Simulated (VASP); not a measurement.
Wanted: the native input for a VASP 6.6.1 run.

| Property | Result |
| --- | --- |
| Task | single point |
| Functional | PBEsol |
| Potentials or basis | VASP PAW PBE potentials, release 64 (Ta_pv, C) |
| Cutoff | 520 eV |
| k mesh | 10 × 10 × 10 |
| Occupations | gaussian, width 0.1 eV |
| Spin | no spin polarisation |
| Dipole correction | no |
| Further INCAR settings | ALGO = Normal; EDIFF = 1e-06; NBANDS = 35 |

The structure of Ta2C lies in POSCAR:

```
Ta2C
1.0
   -2.7425596070      2.7425596070      2.5348427675
    2.7425596070     -2.7425596070      2.5348427675
    2.7425596070      2.7425596070     -2.5348427675
Ta C
4 2
Direct
    0.6747540553      0.8252459447      0.5000000000
    0.8252459447      0.3252459447      0.1504918895
    0.3252459447      0.1747540553      0.5000000000
    0.1747540553      0.6747540553      0.8495081105
    0.2500000000      0.2500000000      0.0000000000
    0.7500000000      0.7500000000      0.0000000000
```

The input as run:

INCAR

```
SYSTEM = Ta2C
PREC     = Accurate       ! precision mode
ENCUT    = 520            ! plane-wave cutoff, eV
EDIFF    = 1E-6           ! SCF threshold, eV
ISMEAR   = 0              ! smearing method
SIGMA    = 0.1            ! smearing width, eV
LREAL    = .FALSE.        ! projectors in reciprocal space
LASPH    = .TRUE.         ! aspherical terms in the spheres
NELM     = 100            ! most SCF steps
ALGO     = Normal         ! electronic algorithm
ISIF     = 2              ! what is computed and relaxed
LWAVE    = .FALSE.        ! write WAVECAR
LCHARG   = .FALSE.        ! write CHGCAR
GGA      = PS             ! functional
NBANDS   = 35             ! bands
```

KPOINTS

```
regular mesh
0
G
  10 10 10
  0 0 0
```

Potentials or basis: VASP PAW PBE potentials, release 64 (Ta_pv, C).

Command:

```bash
$ cat potpaw_PBE.64/Ta_pv/POTCAR potpaw_PBE.64/C/POTCAR > POTCAR
$ mpirun -np 1 vasp_std > vasp.out
```

It gave:

```json
{
 "Pressure": "0.6 GPa",
 "Largest force": "0.007 eV/Å",
 "Band gap on the k mesh": "zero (bands 26 and 27 overlap by 0.84 eV)"
}
```

Caveat: the PAW data sets were made with another functional, which shifts forces and pressure a little; spin-orbit coupling is left out, which moves the levels of the heavy elements.

It took 2.2 min on 1 thread of AMD EPYC 9R45 96-Core Processor (Zen 5) (shared host), peak memory 0.32 GiB.
